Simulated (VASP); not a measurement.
# LiNbO3 (R-3c) in VASP: further runs, part 2 of 3

VASP 6.6.1.

## (3) Single point, PBE

This run uses another cell than the first one, of 10.29 Å³/atom.

INCAR

```
SYSTEM = LiNbO3
PREC = Accurate ; ENCUT = 520
EDIFF = 1E-7 ; ISMEAR = -1
SIGMA = 0.02 ; LREAL = .False.
LASPH = .True. ; NELM = 100
ALGO = Normal ; ISIF = 2
LWAVE = .False. ; LCHARG = .False.
GGA = PE ; NBANDS = 45
```

KPOINTS

```
regular mesh
0
Gamma
  7 7 7
  0 0 0
```

POSCAR

```
LiNbO3
1.0
    2.5689010133      1.4831556916      4.4995700000
   -2.5689010133      1.4831556916      4.4995700000
    0.0000000000     -2.9663113832      4.4995700000
Li Nb O
2 2 6
Direct
    0.7500000000      0.7500000000      0.7500000000
    0.2500000000      0.2500000000      0.2500000000
    0.5000000000      0.5000000000      0.5000000000
    0.0000000000      0.0000000000      0.0000000000
    0.6215198158      0.8784801842      0.2500000000
    0.2500000000      0.6215198158      0.8784801842
    0.8784801842      0.2500000000      0.6215198158
    0.7500000000      0.3784801842      0.1215198158
    0.3784801842      0.1215198158      0.7500000000
    0.1215198158      0.7500000000      0.3784801842
```

Potentials or basis: VASP PAW PBE potentials, release 64 (Li_sv, Nb_sv, O).

The run is started by

```bash
> cat potpaw_PBE.64/Li_sv/POTCAR potpaw_PBE.64/Nb_sv/POTCAR potpaw_PBE.64/O/POTCAR > POTCAR
> mpirun -np 1 vasp_std > vasp.out
```

OUTCAR:

```text
SYSTEM = LiNbO3
   PREC = Accurate
   ENCUT = 520
   EDIFF = 1E-7
   ISMEAR = -1
   LREAL = .False.
   LASPH = .True.
   NELM = 100
   ISIF = 2
   GGA = PE

 ion  position               nearest neighbor table
   1  0.750  0.750  0.750-   9 1.91   8 1.91  10 1.91
   2  0.250  0.250  0.250-   5 1.91   6 1.91   7 1.91
   3  0.500  0.500  0.500-   7 1.98  10 1.98   8 1.98   6 1.98   9 1.98   5 1.98
   4  0.000  0.000  0.000-   6 1.98   8 1.98   7 1.98  10 1.98   9 1.98   5 1.98
   5  0.622  0.878  0.250-   2 1.91   3 1.98   4 1.98
   6  0.250  0.622  0.878-   2 1.91   4 1.98   3 1.98
   7  0.878  0.250  0.622-   2 1.91   3 1.98   4 1.98
   8  0.750  0.378  0.122-   1 1.91   4 1.98   3 1.98
   9  0.378  0.122  0.750-   1 1.91   3 1.98   4 1.98
  10  0.122  0.750  0.378-   1 1.91   3 1.98   4 1.98

  LATTYP: Found a trigonal (rhomboedric) cell.
 ALAT       =     5.3893537095
 COS(alpha) =     0.5455863587

  Lattice vectors:

 A1 = (   2.5689010133,   1.4831556916,   4.4995700000)
 A2 = (  -2.5689010133,   1.4831556916,   4.4995700000)
 A3 = (   0.0000000000,  -2.9663113832,   4.4995700000)

Analysis of symmetry for initial positions (statically):
=====================================================================
 Subroutine PRICEL returns:
 Original cell was already a primitive cell.

 Routine SETGRP: Setting up the symmetry group for a
 trigonal (rhombohedral) supercell.

 Subroutine GETGRP returns: Found 12 space group operations
 (whereof  6 operations were pure point group operations)
 out of a pool of 12 trial point group operations.

The static configuration has the point symmetry S_6 .
 The point group associated with its full space group is D_3d.

Analysis of symmetry for dynamics (positions and initial velocities):
=====================================================================
 Subroutine PRICEL returns:
 Original cell was already a primitive cell.

 Routine SETGRP: Setting up the symmetry group for a
 trigonal (rhombohedral) supercell.

 Subroutine GETGRP returns: Found 12 space group operations
 (whereof  6 operations were pure point group operations)
 out of a pool of 12 trial point group operations.

The dynamic configuration has the point symmetry S_6 .
 The point group associated with its full space group is D_3d.

 Subroutine INISYM returns: Found 12 space group operations
 (whereof  6 operations are pure point group operations),
 and found     1 'primitive' translations

----------------------------------------------------------------------------------------

                                     Primitive cell

  volume of cell :     102.8623

  direct lattice vectors                    reciprocal lattice vectors
     2.568901013  1.483155692  4.499570000     0.194635760  0.112373008  0.074081153
    -2.568901013  1.483155692  4.499570000    -0.194635760  0.112373008  0.074081153
     0.000000000 -2.966311383  4.499570000     0.000000000 -0.224746016  0.074081153

  length of vectors
     5.389353710  5.389353710  5.389353710     0.236640633  0.236640633  0.236640633

  position of ions in fractional coordinates (direct lattice)
     0.750000000  0.750000000  0.750000000
     0.250000000  0.250000000  0.250000000
     0.500000000  0.500000000  0.500000000
     0.000000000  0.000000000  0.000000000
[... 71 lines left out ...]
  0.428571  0.285714  0.142857     12.000000
 [... further k-points ...]
   k-points           NKPTS =     44   k-points in BZ     NKDIM =     44   number of bands    NBANDS=     45
   number of dos      NEDOS =    301   number of ions     NIONS =     10
   total plane-waves  NPLWV =  64000
   dimension x,y,z NGX =    40 NGY =   40 NGZ =   40
   dimension x,y,z NGXF=    80 NGYF=   80 NGZF=   80
   ions per type =               2   2   6
   NGX,Y,Z   is equivalent  to a cutoff of  12.34, 12.34, 12.34 a.u.
   NGXF,Y,Z  is equivalent  to a cutoff of  24.68, 24.68, 24.68 a.u.
 SYSTEM =  LiNbO3
   PREC   = accura    normal or accurate (medium, high low for compatibility)
   ISTART =      0    job   : 0-new  1-cont  2-samecut
   ICHARG =      2    charge: 1-file 2-atom 10-const
   ISPIN  =      1    spin polarized calculation?
   LNONCOLLINEAR =      F non collinear calculations
   LSORBIT =      F    spin-orbit coupling
   LASPH  =      T    aspherical Exc in radial PAW
   ENCUT  =  520.0 eV  38.22 Ry    6.18 a.u.  10.02 10.02 10.02*2*pi/ulx,y,z
   NELM   =    100;   NELMIN=  2; NELMDL= -5     # of ELM steps
   EDIFF  = 0.1E-06   stopping-criterion for ELM
   LREAL  =      F    real-space projection
   EDIFFG = 0.1E-05   stopping-criterion for IOM
   NSW    =      0    number of steps for IOM
   IBRION =     -1    ionic relax: 0-MD 1-quasi-New 2-CG
   NFREE  =      0    steps in history (QN), initial steepest desc. (CG)
   ISIF   =      2    stress and relaxation
   ISYM   =      2    0-nonsym 1-usesym 2-fastsym
   POTIM  = 0.5000    time-step for ionic-motion
   TEBEG  =    0.0;   TEEND  =   0.0 temperature during run
   PSTRESS=    0.0 pullay stress
   NELECT =      68.0000    total number of electrons
   NUPDOWN=      -1.0000    fix difference up-down
   EMIN   =  10.00;   EMAX   =-10.00  energy-range for DOS
   EFERMI =   0.00;   METHOD = LEGACY
   ISMEAR =    -1;   SIGMA  =   0.02  broadening in eV -4-tet -1-fermi 0-gaus
   EFERMI_NEDOS =   21; number of points for ismear=-14 and -15
   IALGO  =     38    algorithm
   IMIX   =      4    mixing-type and parameters
     AMIX     =   0.40;   BMIX     =  1.00
     AMIX_MAG =   1.60;   BMIX_MAG =  1.00
  volume/ion in A,a.u.               =      10.29        69.41
  Fermi-wavevector in a.u.,A,eV,Ry     =   1.426130  2.694994 27.672152  2.033846
  Thomas-Fermi vector in A             =   2.546440
   LORBIT       =      0    0 simple, 1 ext, 2 COOP (PROOUT), +10 PAW based schemes
   GGA     = PE    functional components
   LHFCALC =     F    Hartree Fock is set to
   AEXX    =    0.0000 exact exchange contribution
   IVDW    =     0    specifies the selected vdW correction
   LEPSILON=     F    determine dielectric tensor
   LRPA    =     F    only Hartree local field effects (RPA)
 non-spin polarized calculation
  energy-cutoff  :      520.00
  volume of cell :      102.86
 maximum number of plane-waves:      2810
   NGX = 19   NGY = 19   NGZ = 19

 number of electron      68.0000000 magnetization

 Free energy of the ion-electron system (eV)
  ---------------------------------------------------
  ext. energy  EPLUGINS =         0.00000000
  ---------------------------------------------------
  free energy    TOTEN  =       -79.58656126 eV

  energy without entropy =      -79.58656126  energy(sigma->0) =      -79.58656126

 E-fermi :   4.4508     XC(G=0): -10.9795

 val. band max:        4.0402076467   @ k =   0.0000   0.0000   0.0000
 cond. band min:       6.6897889848   @ k =   0.4286   0.4286   0.0000
 fundamental gap:      2.6495813381
 Fermi energy:         4.4508210811

 k-point     1 :       0.0000    0.0000    0.0000
  band No.  band energies     occupation
      1     -50.3611      2.00000
      2     -50.3428      2.00000
      3     -38.5923      2.00000
      4     -38.5898      2.00000
      5     -26.6291      2.00000
      6     -26.6291      2.00000
[... 1141 lines left out ...]
     44      13.5112      0.00000
     45      14.5230      0.00000

 [... further k-points ...]

------------------------ aborting loop because EDIFF is reached ----------------------------------------

  FORCE on cell =-STRESS in cart. coord.  units (eV):
  Direction    XX          YY          ZZ          XY          YZ          ZX
  --------------------------------------------------------------------------------------
  -------------------------------------------------------------------------------------
  Total        5.4052597      5.4052597      5.8988221      0.0000000      0.0000000      0.0000000
  in kB       84.1919900     84.1919900     91.8796859      0.0000000      0.0000000      0.0000000
  external PRESSURE =      86.7545553 kB  Pullay stress =       0.0000000 kB

 VOLUME and BASIS-vectors are now :
 -----------------------------------------------------------------------------
  energy-cutoff  :      520.00
  volume of cell :      102.86
      direct lattice vectors                 reciprocal lattice vectors
     2.568901013  1.483155692  4.499570000     0.194635760  0.112373008  0.074081153
    -2.568901013  1.483155692  4.499570000    -0.194635760  0.112373008  0.074081153
     0.000000000 -2.966311383  4.499570000     0.000000000 -0.224746016  0.074081153

 POSITION                                       TOTAL-FORCE (eV/Angst)
 -----------------------------------------------------------------------------------
      0.00000      0.00000     10.12403        -0.000000     -0.000000     -0.000000
      0.00000      0.00000      3.37468         0.000000     -0.000000     -0.000000
      0.00000      0.00000      6.74936        -0.000000     -0.000000     -0.000000
      0.00000      0.00000      0.00000        -0.000000     -0.000000     -0.000000
     -0.66011      1.48316      7.87425         0.030263     -0.000000      0.000000
     -0.95440     -1.31325      7.87425        -0.015131      0.026208     -0.000000
      1.61450     -0.16991      7.87425        -0.015131     -0.026208     -0.000000
      0.95440      1.31325      5.62446         0.015131     -0.026208     -0.000000
      0.66011     -1.48316      5.62446        -0.030263     -0.000000     -0.000000
     -1.61450      0.16991      5.62446         0.015131      0.026208     -0.000000
 -----------------------------------------------------------------------------------
    total drift:                               -0.000000     -0.000000      0.000000

  FREE ENERGIE OF THE ION-ELECTRON SYSTEM (eV)
  ---------------------------------------------------
  free  energy   TOTEN  =       -79.5865612569 eV

  energy  without entropy=      -79.5865612569  energy(sigma->0) =      -79.58656126
```

Wall time 4.7 min (1 thread of Intel Xeon Platinum 8375C at 2.90GHz (Ice Lake), shared host); peak memory 0.33 GiB.

What came out:

```
Free energy            : -79.5866 eV
Largest force          : 0.030 eV/Å
Band gap on the k mesh : 2.65 eV (least direct gap 2.71 eV)
```

Forces on the atoms (eV/Å):
```
Li   0.000  0.000  0.000
Li   0.000  0.000  0.000
Nb   0.000  0.000  0.000
Nb   0.000  0.000  0.000
O    0.030  0.000  0.000
O   -0.015  0.026  0.000
O   -0.015 -0.026  0.000
O    0.015 -0.026  0.000
O   -0.030  0.000  0.000
O    0.015  0.026  0.000
```

Caveat: the cutoff is under 1.25 times the usual one of these potentials, so pressure, stress and relaxed cells hold a basis-set (Pulay) error. A k mesh can miss the band edges.

(Continued in part 3 of 3.)
